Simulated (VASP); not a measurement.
A run of VASP 6.6.1 is set up as follows.

INCAR

```
SYSTEM = Al2Cu
PREC     = Accurate       ! precision mode
ENCUT    = 520            ! plane-wave cutoff, eV
EDIFF    = 1E-7           ! SCF threshold, eV
ISMEAR   = -1             ! smearing method
SIGMA    = 0.05           ! smearing width, eV
LREAL    = .FALSE.        ! projectors in reciprocal space
LASPH    = .TRUE.         ! aspherical terms in the spheres
NELM     = 100            ! most SCF steps
ALGO     = Normal         ! electronic algorithm
ISIF     = 2              ! what is computed and relaxed
LWAVE    = .FALSE.        ! write WAVECAR
LCHARG   = .FALSE.        ! write CHGCAR
GGA      = PE             ! functional
NBANDS   = 26             ! bands
```

The input KPOINTS:

```
Automatic mesh
0
G
  12 12 12
  0 0 0
```

Contents of POSCAR:

```
Al2Cu
1.0
   -3.0929954968      3.0929954968      2.4863258675
    3.0929954968     -3.0929954968      2.4863258675
    3.0929954968      3.0929954968     -2.4863258675
Al Cu
4 2
Direct
    0.6587395575      0.1587395575      0.8174791151
    0.1587395575      0.3412604425      0.5000000000
    0.3412604425      0.8412604425      0.1825208849
    0.8412604425      0.6587395575      0.5000000000
    0.2500000000      0.2500000000      0.0000000000
    0.7500000000      0.7500000000      0.0000000000
```

Potentials or basis: VASP PAW PBE potentials, release 64 (Al, Cu).

Launch:

```bash
$ cat potpaw_PBE.64/Al/POTCAR potpaw_PBE.64/Cu/POTCAR > POTCAR
$ mpirun -np 1 vasp_std > vasp.out
```

Problem. What does it give for the band gap on the k mesh?

Solution. Zero (bands 17 and 18 overlap by 4.19 eV).

Problem. What does it give for the pressure?

Solution. -5.2 GPa.

Stress tensor (GPa, compression positive):
```
-5.27  0.00  0.00
 0.00 -5.27  0.00
 0.00  0.00 -4.94
```

Caveat: the cell stands under tension.
